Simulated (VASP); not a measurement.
## Ge: single point with PBE

Ge:

```
CELL_PARAMETERS angstrom
3.99759 0.00000 0.00000
-1.99879 3.46201 0.00000
0.00000 0.00000 6.59938
ATOMIC_POSITIONS crystal
Ge 0.33333 0.66667 0.93710
Ge 0.66667 0.33333 0.43710
Ge 0.33333 0.66667 0.56290
Ge 0.66667 0.33333 0.06290
```

| Quantity | Value |
| --- | --- |
| Program | VASP 6.6.1 |
| Task | single point |
| Functional | PBE |
| Potentials or basis | VASP PAW PBE potentials, release 64 (Ge_d) |
| Cutoff | 520 eV |
| k mesh | 8 × 8 × 4 |
| Occupations | gaussian, width 0.018 eV |
| Spin | no spin polarisation |
| Dipole correction | no |
| Further INCAR settings | ALGO = Normal; EDIFF = 1e-07; NBANDS = 36 |

```
Pressure               : 2.9 GPa
Largest force          : 0.019 eV/Å
Band gap on the k mesh : 0.12 eV, direct
```

Forces on the atoms (eV/Å):
```
Ge   0.000  0.000 -0.019
Ge   0.000  0.000 -0.019
Ge   0.000  0.000  0.019
Ge   0.000  0.000  0.019
```

Stress tensor (GPa, compression positive):
```
2.99 0.00 0.00
0.00 2.99 0.00
0.00 0.00 2.77
```

Levels at points of the mesh, in eV from the valence-band top:
| k point | band 24 | band 25 | band 26 | band 27 | band 28 | band 29 | band 30 | band 31 | band 32 | band 33 |
| --- | --- | --- | --- | --- | --- | --- | --- | --- | --- | --- |
| (0.00, 0.00, 0.00) | -1.48 | -1.48 | -0.15 | -0.07 | 0.00 | 0.12 | 0.12 | 2.27 | 2.27 | 2.76 |
| (0.50, 0.00, 0.00) | -6.74 | -4.57 | -3.06 | -2.80 | -1.44 | 0.55 | 1.66 | 3.58 | 3.72 | 4.33 |
| (0.00, 0.00, 0.50) | -4.80 | -0.85 | -0.85 | -0.85 | -0.85 | 0.70 | 0.70 | 3.38 | 3.38 | 3.38 |
| (0.50, 0.00, 0.50) | -7.86 | -2.54 | -2.54 | -2.40 | -2.40 | 0.54 | 0.54 | 2.13 | 2.13 | 6.12 |

Run time: 110 s on 1 thread of Intel Xeon 6975P-C, on a shared host, peak memory 0.24 GiB.

A k mesh can miss the band edges.
